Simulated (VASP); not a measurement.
# EuS (Fm-3m) in VASP: further runs, part 2 of 2

VASP 6.6.1. Earlier steps stand in the parts before.

**3. Single point, BLYP, collinear spin, ferromagnetic start**

This run uses another cell than the first one, of 26.95 Å³/atom.

File INCAR:

```
SYSTEM = EuS
PREC = Accurate
ENCUT = 600
EDIFF = 1E-6
ISMEAR = -1
SIGMA = 0.05
LREAL = .FALSE.
LASPH = .TRUE.
NELM = 200
ALGO = Normal
ISIF = 2
LWAVE = .FALSE.
LCHARG = .TRUE.
ISPIN = 2
MAGMOM = 7 0
LORBIT = 11
LMAXMIX = 6
GGA = B5
ALDAX = 1.0
AGGAX = 1.0
AGGAC = 1.0
ALDAC = 0.0
LELF = .TRUE.
LVHAR = .TRUE.
NBANDS = 22
GGA_COMPAT = .FALSE.
```

File KPOINTS:

```
regular mesh
0
G
  8 8 8
  0 0 0
```

File POSCAR:

```
EuS
1.0
    0.0000000000      2.9982257404      2.9982257404
    2.9982257404      0.0000000000      2.9982257404
    2.9982257404      2.9982257404      0.0000000000
Eu S
1 1
Direct
    0.0000000000      0.0000000000      0.0000000000
    0.5000000000      0.5000000000      0.5000000000
```

Potentials or basis: VASP PAW PBE potentials, release 64 (Eu, S).

Launch:

```sh
$ cat potpaw_PBE.64/Eu/POTCAR potpaw_PBE.64/S/POTCAR > POTCAR
$ mpirun -np 1 vasp_std > vasp.out
```

OUTCAR:

```text
SYSTEM = EuS
   PREC = Accurate
   ENCUT = 600
   EDIFF = 1E-6
   ISMEAR = -1
   LREAL = .FALSE.
   LASPH = .TRUE.
   NELM = 200
   ISIF = 2
   ISPIN = 2
   LORBIT = 11
   GGA = B5

 ion  position               nearest neighbor table
   1  0.000  0.000  0.000-   2 3.00   2 3.00   2 3.00   2 3.00   2 3.00   2 3.00
   2  0.500  0.500  0.500-   1 3.00   1 3.00   1 3.00   1 3.00   1 3.00   1 3.00

  LATTYP: Found a face centered cubic cell.
 ALAT       =     5.9964514808

  Lattice vectors:

 A1 = (   0.0000000000,   2.9982257404,   2.9982257404)
 A2 = (   2.9982257404,   0.0000000000,   2.9982257404)
 A3 = (   2.9982257404,   2.9982257404,   0.0000000000)

Analysis of symmetry for initial positions (statically):
=====================================================================
 Subroutine PRICEL returns:
 Original cell was already a primitive cell.

 Routine SETGRP: Setting up the symmetry group for a
 face centered cubic supercell.

 Subroutine GETGRP returns: Found 48 space group operations
 (whereof 48 operations were pure point group operations)
 out of a pool of 48 trial point group operations.

The static configuration has the point symmetry O_h .

Analysis of symmetry for dynamics (positions and initial velocities):
=====================================================================
 Subroutine PRICEL returns:
 Original cell was already a primitive cell.

 Routine SETGRP: Setting up the symmetry group for a
 face centered cubic supercell.

 Subroutine GETGRP returns: Found 48 space group operations
 (whereof 48 operations were pure point group operations)
 out of a pool of 48 trial point group operations.

The dynamic configuration has the point symmetry O_h .

Analysis of structural, dynamic, and magnetic symmetry:
=====================================================================
 Subroutine PRICEL returns:
 Original cell was already a primitive cell.

 Routine SETGRP: Setting up the symmetry group for a
 face centered cubic supercell.

 Subroutine GETGRP returns: Found 48 space group operations
 (whereof 48 operations were pure point group operations)
 out of a pool of 48 trial point group operations.

The overall configuration has the point symmetry O_h .

 Subroutine INISYM returns: Found 48 space group operations
 (whereof 48 operations are pure point group operations),
 and found     1 'primitive' translations

----------------------------------------------------------------------------------------

                                     Primitive cell

  volume of cell :      53.9042

  direct lattice vectors                    reciprocal lattice vectors
     0.000000000  2.998225740  2.998225740    -0.166765295  0.166765295  0.166765295
     2.998225740  0.000000000  2.998225740     0.166765295 -0.166765295  0.166765295
     2.998225740  2.998225740  0.000000000     0.166765295  0.166765295 -0.166765295

  length of vectors
     4.240131505  4.240131505  4.240131505     0.288845964  0.288845964  0.288845964

  position of ions in fractional coordinates (direct lattice)
     0.000000000  0.000000000  0.000000000
     0.500000000  0.500000000  0.500000000

  ion indices of the primitive-cell ions
   primitive index   ion index
[... 67 lines left out ...]
   ICHARG =      2    charge: 1-file 2-atom 10-const
   ISPIN  =      2    spin polarized calculation?
   LNONCOLLINEAR =      F non collinear calculations
   LSORBIT =      F    spin-orbit coupling
   LASPH  =      T    aspherical Exc in radial PAW
   ENCUT  =  600.0 eV  44.10 Ry    6.64 a.u.   8.47  8.47  8.47*2*pi/ulx,y,z
   NELM   =    200;   NELMIN=  2; NELMDL= -5     # of ELM steps
   EDIFF  = 0.1E-05   stopping-criterion for ELM
   LREAL  =      F    real-space projection
   EDIFFG = 0.1E-04   stopping-criterion for IOM
   NSW    =      0    number of steps for IOM
   IBRION =     -1    ionic relax: 0-MD 1-quasi-New 2-CG
   NFREE  =      0    steps in history (QN), initial steepest desc. (CG)
   ISIF   =      2    stress and relaxation
   ISYM   =      2    0-nonsym 1-usesym 2-fastsym
   POTIM  = 0.5000    time-step for ionic-motion
   TEBEG  =    0.0;   TEEND  =   0.0 temperature during run
   PSTRESS=    0.0 pullay stress
   NELECT =      23.0000    total number of electrons
   NUPDOWN=      -1.0000    fix difference up-down
   EMIN   =  10.00;   EMAX   =-10.00  energy-range for DOS
   EFERMI =   0.00;   METHOD = LEGACY
   ISMEAR =    -1;   SIGMA  =   0.05  broadening in eV -4-tet -1-fermi 0-gaus
   EFERMI_NEDOS =   21; number of points for ismear=-14 and -15
   IALGO  =     38    algorithm
   IMIX   =      4    mixing-type and parameters
     AMIX     =   0.40;   BMIX     =  1.00
     AMIX_MAG =   1.60;   BMIX_MAG =  1.00
  volume/ion in A,a.u.               =      26.95       181.88
  Fermi-wavevector in a.u.,A,eV,Ry     =   1.232470  2.329031 20.667018  1.518983
  Thomas-Fermi vector in A             =   2.367239
   LORBIT       =     11    0 simple, 1 ext, 2 COOP (PROOUT), +10 PAW based schemes
   GGA     = B5    functional components
   LHFCALC =     F    Hartree Fock is set to
   AEXX    =    0.0000 exact exchange contribution
   IVDW    =     0    specifies the selected vdW correction
   LEPSILON=     F    determine dielectric tensor
   LRPA    =     F    only Hartree local field effects (RPA)
 spin polarized calculation
  energy-cutoff  :      600.00
  volume of cell :       53.90
 maximum number of plane-waves:      1826
 NGX is ok and might be reduce to    36
   NGX = 17   NGY = 17   NGZ = 17

 number of electron      22.9999998 magnetization       6.9781338

 Free energy of the ion-electron system (eV)
  ---------------------------------------------------
  ext. energy  EPLUGINS =         0.00000000
  ---------------------------------------------------
  free energy    TOTEN  =       -18.59307201 eV

  energy without entropy =      -18.58369787  energy(sigma->0) =      -18.58838494

 E-fermi :   4.6979     XC(G=0):  -9.0023

 val. band max:        4.6191005348   @ k =   0.1250   0.1250   0.0000
 cond. band min:       4.7065145449   @ k =   0.0000   0.0000   0.0000
 fundamental gap:      0.0874140100
 Fermi energy:         4.6979202194

 spin component 1

 k-point     1 :       0.0000    0.0000    0.0000
  band No.  band energies     occupation
      1     -36.7271      1.00000
      2     -15.5871      1.00000
      3     -15.5871      1.00000
      4     -15.5871      1.00000
      5      -8.7844      1.00000
      6       1.8556      1.00000
[... 589 lines left out ...]
     21      10.7872      0.00000
     22      11.5489      0.00000

 [... further k-points ...]

 spin component 2

 k-point     1 :       0.0000    0.0000    0.0000
  band No.  band energies     occupation
      1     -33.8193      1.00000
      2     -13.4595      1.00000
      3     -13.4595      1.00000
      4     -13.4595      1.00000
      5      -8.7855      1.00000
      6       1.9927      1.00000
[... 589 lines left out ...]
     21      11.6467      0.00000
     22      12.3147      0.00000

 [... further k-points ...]

------------------------ aborting loop because EDIFF is reached ----------------------------------------

  FORCE on cell =-STRESS in cart. coord.  units (eV):
  Direction    XX          YY          ZZ          XY          YZ          ZX
  --------------------------------------------------------------------------------------
  -------------------------------------------------------------------------------------
  Total       -0.1020223     -0.1020223     -0.1020223     -0.0000000     -0.0000000      0.0000000
  in kB       -3.0323727     -3.0323727     -3.0323727     -0.0000000     -0.0000000      0.0000000
  external PRESSURE =      -3.0323727 kB  Pullay stress =       0.0000000 kB

 VOLUME and BASIS-vectors are now :
 -----------------------------------------------------------------------------
  energy-cutoff  :      600.00
  volume of cell :       53.90
      direct lattice vectors                 reciprocal lattice vectors
     0.000000000  2.998225740  2.998225740    -0.166765295  0.166765295  0.166765295
     2.998225740  0.000000000  2.998225740     0.166765295 -0.166765295  0.166765295
     2.998225740  2.998225740  0.000000000     0.166765295  0.166765295 -0.166765295

 POSITION                                       TOTAL-FORCE (eV/Angst)
 -----------------------------------------------------------------------------------
      0.00000      0.00000      0.00000         0.000000     -0.000000      0.000000
      2.99823      2.99823      2.99823        -0.000000      0.000000     -0.000000
 -----------------------------------------------------------------------------------
    total drift:                               -0.000000      0.000000      0.000000

  FREE ENERGIE OF THE ION-ELECTRON SYSTEM (eV)
  ---------------------------------------------------
  free  energy   TOTEN  =       -18.5930720144 eV

  energy  without entropy=      -18.5836978723  energy(sigma->0) =      -18.58838494

 total charge

# of ion       s       p       d       f       tot
--------------------------------------------------
    1        2.026   5.744   0.294   6.686  14.750
    2        1.326   2.453   0.000   0.000   3.779
--------------------------------------------------
tot          3.351   8.197   0.294   6.686  18.528

 magnetization (x)

# of ion       s       p       d       f       tot
--------------------------------------------------
    1       -0.014  -0.104   0.080   6.657   6.618
    2       -0.005  -0.047   0.000   0.000  -0.052
--------------------------------------------------
tot         -0.019  -0.152   0.080   6.657   6.566
```

OSZICAR:

```text
N       E                     dE             d eps       ncg     rms          rms(c)
DAV:   1     0.153137962410E+03    0.15314E+03   -0.95923E+03  3584   0.487E+03
DAV:   2     0.908533246449E+01   -0.14405E+03   -0.12615E+03  3554   0.394E+02
DAV:   3    -0.140365235124E+02   -0.23122E+02   -0.22671E+02  3768   0.118E+02
[... 10 lines left out ...]
DAV:  14    -0.185930475794E+02   -0.29670E-04   -0.25738E-04  4380   0.109E-01    0.420E-01
DAV:  15    -0.185930538058E+02   -0.62264E-05   -0.31883E-05  4732   0.648E-02    0.202E-01
DAV:  16    -0.185930643492E+02   -0.10543E-04   -0.20348E-05  3956   0.601E-02    0.461E-02
DAV:  17    -0.185930700458E+02   -0.56966E-05   -0.56724E-06  3474   0.268E-02    0.128E-01
DAV:  18    -0.185930717847E+02   -0.17389E-05   -0.31575E-06  3432   0.207E-02    0.127E-02
DAV:  19    -0.185930720144E+02   -0.22975E-06   -0.37722E-07  2426   0.568E-03
   1 F= -.18593072E+02 E0= -.18588385E+02  d E =-.937414E-02  mag=     6.9782
```

stdout:

```text
POSCAR found type information on POSCAR EuS
 POSCAR found :  2 types and       2 ions
 scaLAPACK will be used
 -----------------------------------------------------------------------------
|                                                                             |
|                                                                             |
|     You enforced a specific xc type in the INCAR file but a different       |
|     I HOPE YOU KNOW WHAT YOU ARE DOING!                                     |
|                                                                             |
 -----------------------------------------------------------------------------

 LDA part: xc-table for (Slater(with rela. corr.)+VWN5), standard interpolation
 POSCAR, INCAR and KPOINTS ok, starting setup
 FFT: planning ... GRIDC
 FFT: planning ... GRID_SOFT
 FFT: planning ... GRID
 WAVECAR not read
 entering main loop
```

Run time: 2.5 min. Hardware: 1 thread of AMD EPYC 9R45 (Zen 5), shared host; peak memory 0.26 GiB.

What came out:

```
Free energy                                           : -18.5931 eV
Pressure                                              : -0.3 GPa
Band gap on the k mesh                                : zero (filled and empty bands overlap)
Net moment                                            : 6.98 μB per cell
Site moments                                          : Eu +6.62; S -0.05 μB
Valence electrons inside the program's atomic spheres : Eu 14.75; S 3.78
```

Caveat: the PAW data sets were made with another functional, which shifts forces and pressure a little; spin-orbit coupling is left out, which moves the levels of the heavy elements; a cell with one magnetic atom can't hold antiferromagnetic order, which such compounds often take; semilocal functionals describe open f shells poorly, which spoils levels, moments and volumes. The state reached can hang on the start; a lower one may exist.

**4. Against experiment**

Step 3. Measured gap of EuS: 1.72 eV (optical; 300 K; powder; “Crystal-field mediated electronic transitions of EuS up to 35 GPa”, 2022, pmc:8786971). This calculation gives 0.00 eV (-1.72 eV). So large a miss can be the level of theory's own, or it may mean another phase, state or a wrong row. Spin-orbit coupling on Eu is left out. The value is that of BLYP on a finite k mesh, which can miss the band edges, without temperature or zero-point motion. Semilocal functionals fall short of measured gaps as a rule. The run's magnetic order (collinear spin, ferromagnetic start) needn't be the measured crystal's.
